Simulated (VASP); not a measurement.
MgI2:

```
I Mg
1.0
     4.14000    0.00000    0.00000
    -2.07000    3.58535    0.00000
     0.00000    0.00000    6.88000
I Mg
2 1
Direct
  0.66667 0.33333 0.75000
  0.33333 0.66667 0.25000
  0.00000 0.00000 0.00000
```

```yaml
Program: VASP 6.6.1
Task: relaxation of cell and atoms
Functional: PBEsol
Potentials_or_basis: VASP PAW PBE potentials, release 64 (I, Mg)
Cutoff: 600 eV
k_mesh: 8 × 8 × 4
Occupations: fermi-dirac, width 0.05 eV
Spin: no spin polarisation
```

At the start: pressure -0.8 GPa; volume 34.04 Å³/atom.

**Question.** How do energy, volume and symmetry change on relaxing?

**Answer.** Over 13 steps the energy falls by 6.5 meV/atom and the volume is 34.53 Å³/atom (+1.4 %); space group P-3m1 (No. 164, to 0.05 Å).

Step by step:
```csv
step,energy change (eV),largest force (eV/Å),pressure (GPa),volume (Å³)
1,0.0000,0.2998,-0.84,102.12
2,-0.0122,0.0985,0.15,99.49
3,-0.0123,0.0922,0.17,99.41
4,-0.0136,0.0772,0.14,99.79
5,-0.0154,0.0408,0.04,100.71
6,-0.0156,0.0261,0.01,101.09
7,-0.0168,0.0212,0.00,101.45
8,-0.0190,0.0095,0.02,102.50
9,-0.0186,0.0077,0.10,104.56
10,-0.0194,0.0024,0.06,103.49
11,-0.0195,0.0015,0.05,103.36
12,-0.0193,0.0247,-0.13,104.12
13,-0.0195,0.0068,0.00,103.60
```

Final structure:
```cif
data_structure
_symmetry_space_group_name_H-M 'P 1'
_symmetry_Int_Tables_number 1
_cell_length_a 4.1269
_cell_length_b 4.1269
_cell_length_c 7.0241
_cell_angle_alpha 90.000
_cell_angle_beta 90.000
_cell_angle_gamma 120.000
_cell_volume 103.60
loop_
_atom_site_label
_atom_site_type_symbol
_atom_site_fract_x
_atom_site_fract_y
_atom_site_fract_z
_atom_site_occupancy
I1 I 0.66667 0.33333 0.76219 1
I2 I 0.33333 0.66667 0.23781 1
Mg1 Mg 0.00000 0.00000 0.00000 1
```

Caveat: the PAW data sets were made with another functional, which shifts forces and pressure a little; this functional lacks dispersion, which binds the layers, so the pressure and a relaxed spacing across them are unreliable.
